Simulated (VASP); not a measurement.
# SiGe7 (P-4m2) in VASP: a series of runs

The runs below take SiGe7 through single point, relaxation of cell and atoms, with PBE.

Program: VASP 6.6.1. These are calculated values, not measurements. Logs are shortened: lines on timing, memory, paths and dates and some standing lists are left out, and cuts for length are marked.

## (1) The cell of the first run

Symmetry: P-4m2, No. 115, tetragonal system. The conventional cell has a = 4.176 Å, b = 4.176 Å, c = 11.805 Å, α = 90.00°, β = 90.00°, γ = 90.00°. Within 3.3 Å of Si (site symmetry -4m2) lie 4 Ge at 2.53 Å. Ge (site symmetry 2mm) has 2 Si at 2.53 Å and 2 Ge at 2.57 Å within 3.3 Å. Within 3.4 Å of Ge (site symmetry 2mm) lie 4 Ge at 2.57 Å. Within 3.4 Å of Ge (site symmetry 2mm) lie 4 Ge at 2.57 Å. Within 3.4 Å of Ge (site symmetry -4m2) lie 4 Ge at 2.57 Å.

## (2) Single point, PBE (volume scaled by 1.10, then relaxed in part)

INCAR

```
SYSTEM = SiGe7
ALGO     = Normal         ! electronic algorithm
EDIFF    = 1E-7           ! SCF threshold, eV
ENCUT    = 520            ! plane-wave cutoff, eV
GGA      = PE             ! functional
ISIF     = 2              ! what is computed and relaxed
ISMEAR   = 0              ! smearing method
LASPH    = .True.         ! aspherical terms in the spheres
LCHARG   = .False.        ! write CHGCAR
LREAL    = .False.        ! projectors in reciprocal space
LWAVE    = .False.        ! write WAVECAR
NBANDS   = 61             ! bands
NELM     = 100            ! most SCF steps
PREC     = Accurate       ! precision mode
SIGMA    = 0.01           ! smearing width, eV
```

KPOINTS

```
k-points
0
Gamma
  10 10 4
  0 0 0
```

POSCAR

```
SiGe7
1.0
    4.1755745733      0.0000000000      0.0000000000
    0.0000000000      4.1755745733      0.0000000000
    0.0000000000      0.0000000000     11.8047927526
Si Ge
1 7
Direct
    0.0000000000      0.0000000000      0.0000000000
    0.0000000000      0.5000000000      0.8796842731
    0.5000000000      0.5000000000      0.7527965851
    0.5000000000      0.0000000000      0.6264673009
    0.0000000000      0.0000000000      0.5000000000
    0.5000000000      0.0000000000      0.1203157269
    0.5000000000      0.5000000000      0.2472034149
    0.0000000000      0.5000000000      0.3735326991
```

Potentials or basis: VASP PAW PBE potentials, release 64 (Si, Ge_d).

Started as:

```
$ cat potpaw_PBE.64/Si/POTCAR potpaw_PBE.64/Ge_d/POTCAR > POTCAR
$ mpirun -np 1 vasp_std > vasp.out
```

OUTCAR:

```text
SYSTEM = SiGe7
   EDIFF = 1E-7
   ENCUT = 520
   GGA = PE
   ISIF = 2
   ISMEAR = 0
   LASPH = .True.
   LREAL = .False.
   NELM = 100
   PREC = Accurate

 ion  position               nearest neighbor table
   1  0.000  0.000  0.000-   2 2.53   6 2.53   2 2.53   6 2.53
   2  0.000  0.500  0.880-   1 2.53   1 2.53   3 2.57   3 2.57
   3  0.500  0.500  0.753-   4 2.57   4 2.57   2 2.57   2 2.57
   4  0.500  0.000  0.626-   3 2.57   3 2.57   5 2.57   5 2.57
   5  0.000  0.000  0.500-   4 2.57   8 2.57   8 2.57   4 2.57
   6  0.500  0.000  0.120-   1 2.53   1 2.53   7 2.57   7 2.57
   7  0.500  0.500  0.247-   8 2.57   8 2.57   6 2.57   6 2.57
   8  0.000  0.500  0.374-   7 2.57   7 2.57   5 2.57   5 2.57

  LATTYP: Found a simple tetragonal cell.
 ALAT       =     4.1755745733
 C/A-ratio  =     2.8271061971

  Lattice vectors:

 A1 = (   4.1755745733,   0.0000000000,   0.0000000000)
 A2 = (   0.0000000000,   4.1755745733,   0.0000000000)
 A3 = (   0.0000000000,   0.0000000000,  11.8047927526)

Analysis of symmetry for initial positions (statically):
=====================================================================
 Subroutine PRICEL returns:
 Original cell was already a primitive cell.

 Routine SETGRP: Setting up the symmetry group for a
 simple tetragonal supercell.

 Subroutine GETGRP returns: Found  8 space group operations
 (whereof  8 operations were pure point group operations)
 out of a pool of 16 trial point group operations.

The static configuration has the point symmetry D_2d.

Analysis of symmetry for dynamics (positions and initial velocities):
=====================================================================
 Subroutine PRICEL returns:
 Original cell was already a primitive cell.

 Routine SETGRP: Setting up the symmetry group for a
 simple tetragonal supercell.

 Subroutine GETGRP returns: Found  8 space group operations
 (whereof  8 operations were pure point group operations)
 out of a pool of 16 trial point group operations.

The dynamic configuration has the point symmetry D_2d.

 Subroutine INISYM returns: Found  8 space group operations
 (whereof  8 operations are pure point group operations),
 and found     1 'primitive' translations

----------------------------------------------------------------------------------------

                                     Primitive cell

  volume of cell :     205.8216

  direct lattice vectors                    reciprocal lattice vectors
     4.175574573  0.000000000  0.000000000     0.239487999  0.000000000  0.000000000
     0.000000000  4.175574573  0.000000000     0.000000000  0.239487999  0.000000000
     0.000000000  0.000000000 11.804792753     0.000000000  0.000000000  0.084711356

  length of vectors
     4.175574573  4.175574573 11.804792753     0.239487999  0.239487999  0.084711356

  position of ions in fractional coordinates (direct lattice)
     0.000000000  0.000000000  0.000000000
     0.000000000  0.500000000  0.879684273
     0.500000000  0.500000000  0.752796585
     0.500000000  0.000000000  0.626467301
     0.000000000  0.000000000  0.500000000
     0.500000000  0.000000000  0.120315727
     0.500000000  0.500000000  0.247203415
     0.000000000  0.500000000  0.373532699

  ion indices of the primitive-cell ions
   primitive index   ion index
                 1           1
                 2           2
                 3           3
                 4           4
                 5           5
                 6           6
                 7           7
                 8           8

----------------------------------------------------------------------------------------

 KPOINTS: k-points

Automatic generation of k-mesh.
 Grid dimensions read from file:
 generate k-points for:   10   10    4

 Generating k-lattice:

  Cartesian coordinates                     Fractional coordinates (reciprocal lattice)
     0.023948800  0.000000000  0.000000000     0.100000000  0.000000000  0.000000000
     0.000000000  0.023948800  0.000000000     0.000000000  0.100000000  0.000000000
     0.000000000  0.000000000  0.021177839     0.000000000  0.000000000  0.250000000

  Length of vectors
     0.023948800  0.023948800  0.021177839

  Shift w.r.t. Gamma in fractional coordinates (k-lattice)
     0.000000000  0.000000000  0.000000000

 Subroutine IBZKPT returns following result:
 ===========================================

 Found     63 irreducible k-points:

 Following reciprocal coordinates:
            Coordinates               Weight
  0.000000  0.000000  0.000000      1.000000
  0.100000  0.000000  0.000000      4.000000
  0.200000  0.000000  0.000000      4.000000
  0.300000  0.000000  0.000000      4.000000
  0.400000  0.000000  0.000000      4.000000
  0.500000  0.000000  0.000000      2.000000
[... 16 lines left out ...]
  0.100000  0.000000  0.250000      8.000000
  0.200000  0.000000  0.250000      8.000000
 [... further k-points ...]
   k-points           NKPTS =     63   k-points in BZ     NKDIM =     63   number of bands    NBANDS=     61
   number of dos      NEDOS =    301   number of ions     NIONS =      8
   total plane-waves  NPLWV =  92160
   dimension x,y,z NGX =    32 NGY =   32 NGZ =   90
   dimension x,y,z NGXF=    64 NGYF=   64 NGZF=  180
   ions per type =               1   7
   NGX,Y,Z   is equivalent  to a cutoff of  12.74, 12.74, 12.67 a.u.
   NGXF,Y,Z  is equivalent  to a cutoff of  25.48, 25.48, 25.35 a.u.
 SYSTEM =  SiGe7
   PREC   = accura    normal or accurate (medium, high low for compatibility)
   ISTART =      0    job   : 0-new  1-cont  2-samecut
   ICHARG =      2    charge: 1-file 2-atom 10-const
   ISPIN  =      1    spin polarized calculation?
   LNONCOLLINEAR =      F non collinear calculations
   LSORBIT =      F    spin-orbit coupling
   LASPH  =      T    aspherical Exc in radial PAW
   ENCUT  =  520.0 eV  38.22 Ry    6.18 a.u.   7.76  7.76 21.95*2*pi/ulx,y,z
   NELM   =    100;   NELMIN=  2; NELMDL= -5     # of ELM steps
   EDIFF  = 0.1E-06   stopping-criterion for ELM
   LREAL  =      F    real-space projection
   EDIFFG = 0.1E-05   stopping-criterion for IOM
   NSW    =      0    number of steps for IOM
   IBRION =     -1    ionic relax: 0-MD 1-quasi-New 2-CG
   NFREE  =      0    steps in history (QN), initial steepest desc. (CG)
   ISIF   =      2    stress and relaxation
   ISYM   =      2    0-nonsym 1-usesym 2-fastsym
   POTIM  = 0.5000    time-step for ionic-motion
   TEBEG  =    0.0;   TEEND  =   0.0 temperature during run
   PSTRESS=    0.0 pullay stress
   NELECT =     102.0000    total number of electrons
   NUPDOWN=      -1.0000    fix difference up-down
   EMIN   =  10.00;   EMAX   =-10.00  energy-range for DOS
   EFERMI =   0.00;   METHOD = LEGACY
   ISMEAR =     0;   SIGMA  =   0.01  broadening in eV -4-tet -1-fermi 0-gaus
   EFERMI_NEDOS =   21; number of points for ismear=-14 and -15
   IALGO  =     38    algorithm
   IMIX   =      4    mixing-type and parameters
     AMIX     =   0.40;   BMIX     =  1.00
     AMIX_MAG =   1.60;   BMIX_MAG =  1.00
  volume/ion in A,a.u.               =      25.73       173.62
  Fermi-wavevector in a.u.,A,eV,Ry     =   1.295521  2.448181 22.835689  1.678376
  Thomas-Fermi vector in A             =   2.427036
   LORBIT       =      0    0 simple, 1 ext, 2 COOP (PROOUT), +10 PAW based schemes
   GGA     = PE    functional components
   LHFCALC =     F    Hartree Fock is set to
   AEXX    =    0.0000 exact exchange contribution
   IVDW    =     0    specifies the selected vdW correction
   LEPSILON=     F    determine dielectric tensor
   LRPA    =     F    only Hartree local field effects (RPA)
 non-spin polarized calculation
 Gauss-broadening in eV      SIGMA  =   0.01
  energy-cutoff  :      520.00
  volume of cell :      205.82
 maximum number of plane-waves:      5572
 NGX is ok and might be reduce to    32
   NGX = 15   NGY = 15   NGZ = 43

 number of electron     102.0000094 magnetization

 Free energy of the ion-electron system (eV)
  ---------------------------------------------------
  ext. energy  EPLUGINS =         0.00000000
  ---------------------------------------------------
  free energy    TOTEN  =       -36.67024197 eV

  energy without entropy =      -36.67023656  energy(sigma->0) =      -36.67023927

 E-fermi :   3.7654     XC(G=0):  -9.2233

 val. band max:        3.7482250925   @ k =   0.1000   0.0000   0.0000
 cond. band min:       3.7786304051   @ k =   0.0000   0.0000   0.0000
 fundamental gap:      0.0304053126
 Fermi energy:         3.7653822100

 k-point     1 :       0.0000    0.0000    0.0000
  band No.  band energies     occupation
      1     -20.8378      2.00000
      2     -20.8378      2.00000
      3     -20.8269      2.00000
      4     -20.8269      2.00000
      5     -20.8183      2.00000
      6     -20.8183      2.00000
[... 53 lines left out ...]
     60       6.2626      0.00000
     61       6.3376      0.00000

 k-point     2 :       0.1000    0.0000    0.0000
  band No.  band energies     occupation
      1     -20.8410      2.00000
      2     -20.8380      2.00000
      3     -20.8298      2.00000
      4     -20.8274      2.00000
      5     -20.8199      2.00000
      6     -20.8196      2.00000
[... 53 lines left out ...]
     60       6.3878      0.00000
     61       6.7067      0.00000

 k-point     3 :       0.2000    0.0000    0.0000
  band No.  band energies     occupation
      1     -20.8456      2.00000
      2     -20.8382      2.00000
      3     -20.8328      2.00000
      4     -20.8291      2.00000
      5     -20.8231      2.00000
      6     -20.8199      2.00000
[... 1333 lines left out ...]
     60       6.6111      0.00000
     61       6.7844      0.00000

 k-point    24 :       0.2000    0.0000    0.2500
  band No.  band energies     occupation
      1     -20.8456      2.00000
      2     -20.8382      2.00000
      3     -20.8328      2.00000
      4     -20.8292      2.00000
      5     -20.8231      2.00000
      6     -20.8198      2.00000
[... 53 lines left out ...]
     60       7.0187      0.00000
     61       7.7020      0.00000

 [... further k-points ...]

------------------------ aborting loop because EDIFF is reached ----------------------------------------

  FORCE on cell =-STRESS in cart. coord.  units (eV):
  Direction    XX          YY          ZZ          XY          YZ          ZX
  --------------------------------------------------------------------------------------
  -------------------------------------------------------------------------------------
  Total       -6.1842483     -6.1842483     -6.1420027      0.0000000     -0.0000000     -0.0000000
  in kB      -48.1400622    -48.1400622    -47.8112096      0.0000000     -0.0000000     -0.0000000
  external PRESSURE =     -48.0304447 kB  Pullay stress =       0.0000000 kB

 VOLUME and BASIS-vectors are now :
 -----------------------------------------------------------------------------
  energy-cutoff  :      520.00
  volume of cell :      205.82
      direct lattice vectors                 reciprocal lattice vectors
     4.175574573  0.000000000  0.000000000     0.239487999  0.000000000  0.000000000
     0.000000000  4.175574573  0.000000000     0.000000000  0.239487999  0.000000000
     0.000000000  0.000000000 11.804792753     0.000000000  0.000000000  0.084711356

 POSITION                                       TOTAL-FORCE (eV/Angst)
 -----------------------------------------------------------------------------------
      0.00000      0.00000      0.00000        -0.000000      0.000000     -0.000000
      0.00000      2.08779     10.38449        -0.000000      0.000000      0.006009
      2.08779      2.08779      8.88661        -0.000000     -0.000000      0.007170
      2.08779      0.00000      7.39532         0.000000      0.000000      0.003523
      0.00000      0.00000      5.90240        -0.000000      0.000000     -0.000000
      2.08779      0.00000      1.42030        -0.000000      0.000000     -0.006009
      2.08779      2.08779      2.91819        -0.000000     -0.000000     -0.007170
      0.00000      2.08779      4.40948        -0.000000      0.000000     -0.003523
 -----------------------------------------------------------------------------------
    total drift:                                0.000000      0.000000     -0.000000

  FREE ENERGIE OF THE ION-ELECTRON SYSTEM (eV)
  ---------------------------------------------------
  free  energy   TOTEN  =       -36.6702419716 eV

  energy  without entropy=      -36.6702365604  energy(sigma->0) =      -36.67023927
```

It took 12 min on 1 thread of Intel Xeon Platinum 8488C (Sapphire Rapids), shared host; peak memory 0.66 GiB.

What came out:

```yaml
Free_energy: -36.6702 eV
Pressure: -4.8 GPa
Largest_force: 0.007 eV/Å
Band_gap_on_the_k_mesh: zero (band 51 reaches 3.80 eV, above the bottom of band 52 at 3.63 eV)
```

Forces on the atoms (eV/Å):
```
Si   0.000  0.000  0.000
Ge   0.000  0.000  0.006
Ge   0.000  0.000  0.007
Ge   0.000  0.000  0.004
Ge   0.000  0.000  0.000
Ge   0.000  0.000 -0.006
Ge   0.000  0.000 -0.007
Ge   0.000  0.000 -0.004
```

Caveat: the cell differs from its parent crystal (volume scaled by 1.10, then relaxed in part).

## (3) Relaxation of cell and atoms, PBE

This run uses another cell than the first one, of 22.30 Å³/atom, 0.867 times its volume.

INCAR

```
SYSTEM = SiGe7
PREC = Accurate
ENCUT = 600
EDIFF = 1E-6
ISMEAR = 0
SIGMA = 0.2
LREAL = .False.
LASPH = .True.
NELM = 100
ALGO = Normal
ISIF = 3
LWAVE = .False.
LCHARG = .False.
GGA = PE
IBRION = 2
NSW = 36
EDIFFG = -0.08
```

KPOINTS

```
regular mesh
0
Gamma
  4 4 2
  0 0 0
```

POSCAR

```
SiGe7
1.0
    3.9800000000      0.0000000000      0.0000000000
    0.0000000000      3.9800000000      0.0000000000
    0.0000000000      0.0000000000     11.2600000000
Si Ge
1 7
Direct
    0.0000000000      0.0000000000      0.0000000000
    0.0000000000      0.5000000000      0.8750000000
    0.5000000000      0.5000000000      0.7500000000
    0.5000000000      0.0000000000      0.6250000000
    0.0000000000      0.0000000000      0.5000000000
    0.5000000000      0.0000000000      0.1250000000
    0.5000000000      0.5000000000      0.2500000000
    0.0000000000      0.5000000000      0.3750000000
```

Potentials or basis: VASP PAW PBE potentials, release 64 (Si, Ge_d).

Started as:

```
$ cat potpaw_PBE.64/Si/POTCAR potpaw_PBE.64/Ge_d/POTCAR > POTCAR
$ mpirun -np 1 vasp_std > vasp.out
```

Wall time 19 min (1 thread of Oxide Virtual Turin-like, shared host); peak memory 0.33 GiB.

It converged, with:

```
Free energy                            : -36.6449 eV
Relaxed volume                         : 23.48 Å³/atom
Relaxed cell                           : a = 4.084 Å, b = 4.084 Å, c = 11.263 Å, α = 90.00°, β = 90.00°, γ = 90.00°
Space group after relaxing (to 0.05 Å) : P-4m2 (No. 115)
Energy gained by relaxing              : 16.7 meV/atom
Ionic steps                            : 9
Pressure after relaxing                : 0.0 GPa
Largest force after relaxing           : 0.061 eV/Å
Band gap on the k mesh                 : 0.13 eV, indirect (the least direct gap lies 3.8 meV higher)
```

Forces in eV/Å, atoms in the order of the input:
```
Si   0.000  0.000  0.000
Ge   0.000  0.000  0.003
Ge   0.000  0.000  0.043
Ge   0.000  0.000  0.061
Ge   0.000  0.000  0.000
Ge   0.000  0.000 -0.003
Ge   0.000  0.000 -0.043
Ge   0.000  0.000 -0.061
```

Stress tensor (GPa, compression positive):
```
-0.06  0.00  0.00
 0.00 -0.06  0.00
 0.00  0.00  0.09
```

The path:
| step | energy change (eV) | largest force (eV/Å) | pressure (GPa) | volume (Å³) |
| --- | --- | --- | --- | --- |
| 1 | 0.0000 | 0.5517 | 3.38 | 178.36 |
| 2 | -0.1142 | 0.1563 | -0.79 | 190.76 |
| 3 | -0.1181 | 0.2148 | -0.20 | 188.67 |
| 4 | -0.1181 | 0.2043 | -0.18 | 188.88 |
| 5 | -0.1170 | 0.1794 | -0.57 | 189.82 |
| 6 | -0.1180 | 0.2027 | -0.39 | 189.09 |
| 7 | -0.1274 | 0.1224 | -0.20 | 188.68 |
| 8 | -0.1315 | 0.1137 | -0.05 | 188.14 |
| 9 | -0.1336 | 0.0610 | -0.01 | 187.83 |

Final structure:
```yaml
crystal:
  lattice:
    - [4.08379, 0.00000, 0.00000]
    - [0.00000, 4.08379, 0.00000]
    - [0.00000, 0.00000, 11.26253]
  atoms:
    - { symbol: Si, position: [0.00000, 0.00000, 0.00000] }
    - { symbol: Ge, position: [0.00000, 0.50000, 0.87935] }
    - { symbol: Ge, position: [0.50000, 0.50000, 0.75197] }
    - { symbol: Ge, position: [0.50000, 0.00000, 0.62563] }
    - { symbol: Ge, position: [0.00000, 0.00000, 0.50000] }
    - { symbol: Ge, position: [0.50000, 0.00000, 0.12065] }
    - { symbol: Ge, position: [0.50000, 0.50000, 0.24803] }
    - { symbol: Ge, position: [0.00000, 0.50000, 0.37437] }
```

Levels at points of the mesh, in eV from the valence-band top:
```
           k point  band 49  band 50  band 51  band 52  band 53  band 54
(0.00, 0.00, 0.00)     0.00     0.00     0.00     0.14     0.61     0.77
(0.50, 0.00, 0.00)    -1.26    -1.17    -1.14     0.13     0.33     1.76
(0.50, 0.50, 0.00)    -2.77    -2.77    -2.73     0.79     0.90     0.90
(0.00, 0.00, 0.50)    -0.88    -0.76    -0.76     0.43     0.61     1.53
(0.50, 0.00, 0.50)    -1.36    -1.33    -1.31     1.34     1.35     1.36
(0.50, 0.50, 0.50)    -3.22    -3.22    -3.19     1.90     2.01     2.01
```

Caveat: the relaxation stopped at a loose force limit of 0.08 eV/Å, so its end isn't a converged minimum. A k mesh can miss the band edges.
